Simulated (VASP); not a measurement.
Input of a VASP 6.6.1 run:

Contents of INCAR:

```
SYSTEM = ZnSe
PREC = Accurate
ENCUT = 520
EDIFF = 1E-7
ISMEAR = 0
SIGMA = 0.05
LREAL = .False.
LASPH = .True.
NELM = 80
ALGO = Normal
ISIF = 2
LWAVE = .False.
LCHARG = .True.
LELF = .True.
LVHAR = .True.
NBANDS = 26
```

The input KPOINTS:

```
regular mesh
0
Gamma
  8 8 6
  0 0 0
```

The input POSCAR:

```
ZnSe
1.0
    4.1030397429      0.0000000000      0.0000000000
    0.0000000000      4.1030397429      0.0000000000
    0.0000000000      0.0000000000      5.4151678808
Zn Se
2 2
Direct
    0.0000000000      0.0000000000      0.0000000000
    0.5000000000      0.5000000000      0.0000000000
    0.0000000000      0.5000000000      0.2796655406
    0.5000000000      0.0000000000      0.7203344594
```

Potentials or basis: VASP PAW LDA potentials, release 64 (Zn, Se).

The run is started by

```sh
$ cat potpaw_LDA.64/Zn/POTCAR potpaw_LDA.64/Se/POTCAR > POTCAR
$ mpirun -np 1 vasp_std > vasp.out
```

Q: Predict the pressure.

A: -5.1 GPa.

Q: Estimate the band gap on the k mesh.

A: 1.40 eV.

Q: Predict the largest force.

A: 0.754 eV/Å.

Stress tensor (GPa, compression positive):
```
-5.16  0.00  0.00
 0.00 -5.16  0.00
 0.00  0.00 -4.86
```

Caveat: the cell differs from its parent crystal (atoms shifted along a free coordinate); the cell stands under tension. A k mesh can miss the band edges.
